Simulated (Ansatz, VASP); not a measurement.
## Two plane-wave programs on Sb2Se3

```
Sb Se
1.0
    -2.81756    2.81756    8.51976
     2.81756   -2.81756    8.51976
     2.81756    2.81756   -8.51976
Sb Se
2 3
Direct
  0.47966 0.97966 0.50000
  0.02034 0.52034 0.50000
  0.16201 0.66201 0.50000
  0.33799 0.83799 0.50000
  0.50000 0.50000 0.00000
```

Alike in both runs: functional PBE; k mesh 3 × 3 × 3; occupations gaussian, width 0.15 eV; no spin polarisation.

Ansatz relaxed the structure, and its values are those at the end. VASP's run is a single point on that final structure, the one shown.

|  | VASP | Ansatz |
| --- | --- | --- |
| version | VASP 6.6.1 | Ansatz 0.2.0 |
| potentials or method | VASP PAW PBE potentials, release 64 (Sb, Se), cutoff 500 eV | scalar-relativistic, plane waves, PAW |
| valence electrons in the cell | 28 | 78 |

VASP gave:

```
gap on the k mesh at the Fermi level (eV) : none
pressure (GPa)                            : 0.3
rms of the force components (eV/Å)        : 0.055
```

Question: What did Ansatz give for the same quantities?

Answer: gap on the k mesh at the Fermi level (eV): none; pressure (GPa): 0.2; rms of the force components (eV/Å): 0.026.

A gap of «none» marks a metal or a gap that the smearing closes. VASP's potentials hold 28 valence electrons a cell and Ansatz's 78, so a difference there can come from the potentials and not from the codes.

The k mesh is coarse, so the values compare programs but aren't converged. Spin-orbit coupling is off throughout.
